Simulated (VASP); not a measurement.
# LiAlF4 (P4/mmm) in VASP: electric field gradients with PBE

Aim: the electric field gradients of LiAlF4 with PBE.

All numbers are computed with VASP 6.6.1; they aren't measurements. Logs are shortened: lines on timing, memory, paths and dates and some standing lists are left out, and cuts for length are marked.

**1. The cell of the first run**

Symmetry: P4/mmm, No. 123, tetragonal system. The conventional cell has a = 3.600 Å, b = 3.600 Å, c = 6.137 Å, α = 90.00°, β = 90.00°, γ = 90.00°. Li (site symmetry 4/mmm) has 16 F at 2.84 to 3.56 Å and 4 Li at 3.60 Å within 3.7 Å. Within 2.4 Å of Al (site symmetry 4/mmm) lie 6 F at 1.80 Å. F (site symmetry mmm) has 2 Al at 1.80 Å within 2.4 Å. Within 2.4 Å of F (site symmetry 4mm) lie 1 Al at 1.80 Å.

**2. Electric field gradients, PBE**

The input, INCAR:

```
ALGO = Normal ; EDIFF = 1E-8
ENCUT = 650 ; GGA = PE
GGA_COMPAT = F ; ISIF = 2
ISMEAR = 0 ; LASPH = T
LCHARG = F ; LEFG = T
LREAL = F ; LWAVE = F
NBANDS = 26 ; NELM = 120
PREC = Accurate ; SIGMA = 0.01
```

The input, KPOINTS:

```
k-points
0
Gamma
  6 6 4
```

The input, POSCAR:

```
LiAlF4
1.0
    3.6003799782      0.0000000000      0.0000000000
    0.0000000000      3.6003799782      0.0000000000
    0.0000000000      0.0000000000      6.1366408874
Li Al F
1 1 4
Direct
    0.5000000000      0.5000000000      0.5000000000
    0.0000000000      0.0000000000      0.0000000000
    0.5000000000      0.0000000000      0.0000000000
    0.0000000000      0.5000000000      0.0000000000
    0.0000000000      0.0000000000      0.2941183511
    0.0000000000      0.0000000000      0.7058816489
```

Potentials or basis: VASP PAW PBE potentials, release 64 (Li_sv, Al, F).

On the command line:

```sh
> cat potpaw_PBE.64/Li_sv/POTCAR potpaw_PBE.64/Al/POTCAR potpaw_PBE.64/F/POTCAR > POTCAR
> mpirun -np 1 vasp_std > vasp.out
```

OUTCAR:

```text
EDIFF = 1E-8
   ENCUT = 650
   GGA = PE
   ISIF = 2
   ISMEAR = 0
   LASPH = T
   LREAL = F
   NELM = 120
   PREC = Accurate

 ion  position               nearest neighbor table
   1  0.500  0.500  0.500-
   2  0.000  0.000  0.000-   3 1.80   4 1.80   4 1.80   3 1.80   5 1.80   6 1.80
   3  0.500  0.000  0.000-   2 1.80   2 1.80
   4  0.000  0.500  0.000-   2 1.80   2 1.80
   5  0.000  0.000  0.294-   2 1.80
   6  0.000  0.000  0.706-   2 1.80

  LATTYP: Found a simple tetragonal cell.
 ALAT       =     3.6003799782
 C/A-ratio  =     1.7044425657

  Lattice vectors:

 A1 = (   3.6003799782,   0.0000000000,   0.0000000000)
 A2 = (   0.0000000000,   3.6003799782,   0.0000000000)
 A3 = (   0.0000000000,   0.0000000000,   6.1366408874)

Analysis of symmetry for initial positions (statically):
=====================================================================
 Subroutine PRICEL returns:
 Original cell was already a primitive cell.

 Routine SETGRP: Setting up the symmetry group for a
 simple tetragonal supercell.

 Subroutine GETGRP returns: Found 16 space group operations
 (whereof 16 operations were pure point group operations)
 out of a pool of 16 trial point group operations.

The static configuration has the point symmetry D_4h.

Analysis of symmetry for dynamics (positions and initial velocities):
=====================================================================
 Subroutine PRICEL returns:
 Original cell was already a primitive cell.

 Routine SETGRP: Setting up the symmetry group for a
 simple tetragonal supercell.

 Subroutine GETGRP returns: Found 16 space group operations
 (whereof 16 operations were pure point group operations)
 out of a pool of 16 trial point group operations.

The dynamic configuration has the point symmetry D_4h.

 Subroutine INISYM returns: Found 16 space group operations
 (whereof 16 operations are pure point group operations),
 and found     1 'primitive' translations

----------------------------------------------------------------------------------------

                                     Primitive cell

  volume of cell :      79.5477

  direct lattice vectors                    reciprocal lattice vectors
     3.600379978  0.000000000  0.000000000     0.277748462  0.000000000  0.000000000
     0.000000000  3.600379978  0.000000000     0.000000000  0.277748462  0.000000000
     0.000000000  0.000000000  6.136640887     0.000000000  0.000000000  0.162955600

  length of vectors
     3.600379978  3.600379978  6.136640887     0.277748462  0.277748462  0.162955600

  position of ions in fractional coordinates (direct lattice)
     0.500000000  0.500000000  0.500000000
     0.000000000  0.000000000  0.000000000
     0.500000000  0.000000000  0.000000000
     0.000000000  0.500000000  0.000000000
     0.000000000  0.000000000  0.294118351
     0.000000000  0.000000000  0.705881649

  ion indices of the primitive-cell ions
   primitive index   ion index
                 1           1
                 2           2
                 3           3
                 4           4
                 5           5
                 6           6

----------------------------------------------------------------------------------------

 KPOINTS: k-points

Automatic generation of k-mesh.
 Grid dimensions read from file:
 generate k-points for:    6    6    4

 Generating k-lattice:

  Cartesian coordinates                     Fractional coordinates (reciprocal lattice)
[... 51 lines left out ...]
   PREC   = accura    normal or accurate (medium, high low for compatibility)
   ISTART =      0    job   : 0-new  1-cont  2-samecut
   ICHARG =      2    charge: 1-file 2-atom 10-const
   ISPIN  =      1    spin polarized calculation?
   LNONCOLLINEAR =      F non collinear calculations
   LSORBIT =      F    spin-orbit coupling
   LASPH  =      T    aspherical Exc in radial PAW
   ENCUT  =  650.0 eV  47.77 Ry    6.91 a.u.   7.48  7.48 12.76*2*pi/ulx,y,z
   NELM   =    120;   NELMIN=  2; NELMDL= -5     # of ELM steps
   EDIFF  = 0.1E-07   stopping-criterion for ELM
   LREAL  =      F    real-space projection
   EDIFFG = 0.1E-06   stopping-criterion for IOM
   NSW    =      0    number of steps for IOM
   IBRION =     -1    ionic relax: 0-MD 1-quasi-New 2-CG
   NFREE  =      0    steps in history (QN), initial steepest desc. (CG)
   ISIF   =      2    stress and relaxation
   ISYM   =      2    0-nonsym 1-usesym 2-fastsym
   POTIM  = 0.5000    time-step for ionic-motion
   TEBEG  =    0.0;   TEEND  =   0.0 temperature during run
   PSTRESS=    0.0 pullay stress
   NELECT =      34.0000    total number of electrons
   NUPDOWN=      -1.0000    fix difference up-down
   EMIN   =  10.00;   EMAX   =-10.00  energy-range for DOS
   EFERMI =   0.00;   METHOD = LEGACY
   ISMEAR =     0;   SIGMA  =   0.01  broadening in eV -4-tet -1-fermi 0-gaus
   EFERMI_NEDOS =   21; number of points for ismear=-14 and -15
   IALGO  =     38    algorithm
   IMIX   =      4    mixing-type and parameters
     AMIX     =   0.40;   BMIX     =  1.00
     AMIX_MAG =   1.60;   BMIX_MAG =  1.00
  volume/ion in A,a.u.               =      13.26        89.47
  Fermi-wavevector in a.u.,A,eV,Ry     =   1.233177  2.330366 20.690720  1.520725
  Thomas-Fermi vector in A             =   2.367917
   LORBIT       =      0    0 simple, 1 ext, 2 COOP (PROOUT), +10 PAW based schemes
   GGA     = PE    functional components
   LHFCALC =     F    Hartree Fock is set to
   AEXX    =    0.0000 exact exchange contribution
   IVDW    =     0    specifies the selected vdW correction
   LEPSILON=     F    determine dielectric tensor
   LRPA    =     F    only Hartree local field effects (RPA)
 non-spin polarized calculation
 Gauss-broadening in eV      SIGMA  =   0.01
  energy-cutoff  :      650.00
  volume of cell :       79.55
 maximum number of plane-waves:      3018
 NGX is ok and might be reduce to    30
   NGX = 15   NGY = 15   NGZ = 25

 number of electron      33.9999976 magnetization

 Free energy of the ion-electron system (eV)
  ---------------------------------------------------
  ext. energy  EPLUGINS =         0.00000000
  ---------------------------------------------------
  free energy    TOTEN  =       -31.58900616 eV

  energy without entropy =      -31.58900616  energy(sigma->0) =      -31.58900616

 E-fermi :  -1.6362     XC(G=0):  -8.2488

 val. band max:       -1.6805093761   @ k =   0.5000   0.5000   0.0000
 cond. band min:       4.0287852058   @ k =   0.0000   0.0000   0.0000
 fundamental gap:      5.7092945819
 Fermi energy:        -1.6361798522

 k-point     1 :       0.0000    0.0000    0.0000
  band No.  band energies     occupation
      1     -46.1232      2.00000
      2     -23.6060      2.00000
      3     -22.4062      2.00000
      4     -21.2602      2.00000
      5     -21.1877      2.00000
      6      -6.5403      2.00000
[... 685 lines left out ...]
     25      13.5445      0.00000
     26      14.6816      0.00000

 [... further k-points ...]

------------------------ aborting loop because EDIFF is reached ----------------------------------------

  FORCE on cell =-STRESS in cart. coord.  units (eV):
  Direction    XX          YY          ZZ          XY          YZ          ZX
  --------------------------------------------------------------------------------------
  -------------------------------------------------------------------------------------
  Total       -0.2487818     -0.2487818     -0.1081570      0.0000000     -0.0000000      0.0000000
  in kB       -5.0107391     -5.0107391     -2.1784003      0.0000000     -0.0000000      0.0000000
  external PRESSURE =      -4.0666262 kB  Pullay stress =       0.0000000 kB

 VOLUME and BASIS-vectors are now :
 -----------------------------------------------------------------------------
  energy-cutoff  :      650.00
  volume of cell :       79.55
      direct lattice vectors                 reciprocal lattice vectors
     3.600379978  0.000000000  0.000000000     0.277748462  0.000000000  0.000000000
     0.000000000  3.600379978  0.000000000     0.000000000  0.277748462  0.000000000
     0.000000000  0.000000000  6.136640887     0.000000000  0.000000000  0.162955600

 POSITION                                       TOTAL-FORCE (eV/Angst)
 -----------------------------------------------------------------------------------
      1.80019      1.80019      3.06832         0.000000     -0.000000      0.000000
      0.00000      0.00000      0.00000         0.000000     -0.000000      0.000000
      1.80019      0.00000      0.00000         0.000000     -0.000000      0.000000
      0.00000      1.80019      0.00000         0.000000     -0.000000      0.000000
      0.00000      0.00000      1.80490         0.000000      0.000000      0.036457
      0.00000      0.00000      4.33174        -0.000000      0.000000     -0.036457
 -----------------------------------------------------------------------------------
    total drift:                                0.000000     -0.000000      0.000000

  FREE ENERGIE OF THE ION-ELECTRON SYSTEM (eV)
  ---------------------------------------------------
  free  energy   TOTEN  =       -31.5890061590 eV

  energy  without entropy=      -31.5890061590  energy(sigma->0) =      -31.58900616

 Electric field gradients (V/A^2)
---------------------------------------------------------------------
 ion       V_xx      V_yy      V_zz      V_xy      V_xz      V_yz
---------------------------------------------------------------------
   1      -0.163    -0.163     0.327     0.000    -0.000     0.000
   2       7.428     7.428   -14.856    -0.000    -0.000     0.000
   3     115.979   -56.771   -59.208    -0.000     0.000     0.000
   4     -56.771   115.979   -59.208     0.000    -0.000    -0.000
   5     -24.484   -24.484    48.967     0.000     0.000     0.000
   6     -24.484   -24.484    48.967    -0.000    -0.000     0.000
---------------------------------------------------------------------

 Electric field gradients after diagonalization (V/A^2)
 (convention: |V_zz| > |V_xx| > |V_yy|)
----------------------------------------------------------------------
 ion       V_xx      V_yy      V_zz     asymmetry (V_yy - V_xx)/ V_zz
----------------------------------------------------------------------
   1      -0.163    -0.163     0.327       0.000
   2       7.428     7.428   -14.856       0.000
   3     -59.208   -56.771   115.979       0.021
   4     -59.208   -56.771   115.979       0.021
   5     -24.484   -24.484    48.967       0.000
   6     -24.484   -24.484    48.967       0.000
----------------------------------------------------------------------

           NMR quadrupolar parameters

 Cq : quadrupolar parameter    Cq=e*Q*V_zz/h
 eta: asymmetry parameters     (V_yy - V_xx)/ V_zz
 Q  : nuclear electric quadrupole moment in mb (millibarn)
----------------------------------------------------------------------
 ion       Cq(MHz)       eta       Q (mb)
----------------------------------------------------------------------
   1       0.001       0.000       1.000
   2      -0.036       0.000       1.000
   3       0.280       0.021       1.000
   4       0.280       0.021       1.000
   5       0.118       0.000       1.000
   6       0.118       0.000       1.000
----------------------------------------------------------------------
```

Wall time 44 s (1 thread of Intel Xeon 6975P-C (Granite Rapids), shared host); peak memory 0.24 GiB.

Results:

```
Free energy                             : -31.5890 eV
Pressure                                : -0.4 GPa
Largest force                           : 0.036 eV/Å
Band gap on the k mesh                  : 5.71 eV (least direct gap 6.12 eV)
Largest electric field gradient by atom : Li +0.3; Al -14.9; F +116.0, +49.0 (each value once) V/Å²
```

Forces on the atoms (eV/Å):
```
Li   0.000  0.000  0.000
Al   0.000  0.000  0.000
F    0.000  0.000  0.000
F    0.000  0.000  0.000
F    0.000  0.000  0.036
F    0.000  0.000 -0.036
```

Stress tensor (GPa, compression positive):
```
-0.50  0.00  0.00
 0.00 -0.50  0.00
 0.00  0.00 -0.22
```

Electric field gradients, principal values (V/Å²):
```
atom    least   middle  greatest (by size)
1 Li   -0.163   -0.163               0.327
2 Al    7.428    7.428             -14.856
 3 F  -56.771  -59.208             115.979
 4 F  -56.771  -59.208             115.979
 5 F  -24.484  -24.484              48.967
 6 F  -24.484  -24.484              48.967
```

Caveat: without QUAD_EFG the Cq values of the log hold for a quadrupole moment of 1 mb, not for the nuclei. A k mesh can miss the band edges.
